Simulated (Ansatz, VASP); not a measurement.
# One calculation of AlAs, two programs

Contents of INCAR:

```
SYSTEM = AlAs
PREC = Accurate ; ENCUT = 500
EDIFF = 1E-7 ; ISMEAR = 0
SIGMA = 0.01 ; LREAL = .FALSE.
LASPH = .TRUE. ; NELM = 120
ALGO = Normal ; ISIF = 3
LWAVE = .FALSE. ; LCHARG = .FALSE.
GGA = CA ; IBRION = 2
NSW = 80 ; EDIFFG = -0.03
GGA_COMPAT = .FALSE. ; NELMIN = 4
```

The input KPOINTS:

```
Automatic mesh
0
G
  6 6 6
  0 0 0
```

File POSCAR:

```
AlAs
1.0
    0.0000000000      2.8304000000      2.8304000000
    2.8304000000      0.0000000000      2.8304000000
    2.8304000000      2.8304000000      0.0000000000
Al As
1 1
Direct
    0.0000000000      0.0000000000      0.0000000000
    0.2500000000      0.2500000000      0.2500000000
```

Input for Ansatz:

```yaml
crystal:
  lattice:
    - [0.0, 2.8304, 2.8304]
    - [2.8304, 0.0, 2.8304]
    - [2.8304, 2.8304, 0.0]
  atoms:
    - { symbol: Al, position: [0.0, 0.0, 0.0] }
    - { symbol: As, position: [0.25, 0.25, 0.25] }
kpoints:
  mp_grid:
    grid: [6, 6, 6]
hamiltonian:
  xc: lda
  dispersion: none
scf:
  occupations:
    method: fixed
relax:
  f_tol: 0.03
  cell: {}
```

Alike in both runs: task relaxation of cell and atoms; functional LDA; k mesh 6 × 6 × 6; no spin polarisation.

```csv
,VASP,Ansatz
version,VASP 6.6.1,Ansatz 0.2.0
potentials or method,"VASP PAW LDA potentials, release 64 (Al, As)","plane waves, PAW"
plane-wave cutoff (eV),500,420
occupations,"gaussian, width 0.01 eV",fixed
valence electrons in the cell,8,18
```

|  | VASP | Ansatz | Ansatz less VASP |
| --- | --- | --- | --- |
| relaxed volume (Å³/atom) | 22.40 | 22.30 | -0.103 |
| relaxed cell length with the largest relative difference (Å) | 3.987 | 3.981 | -0.0061 |

LDA's correlation is that of Perdew and Zunger in VASP and of Perdew and Wang (1992) in Ansatz. VASP's potentials hold 8 valence electrons a cell and Ansatz's 18, so a difference there can come from the potentials and not from the codes.
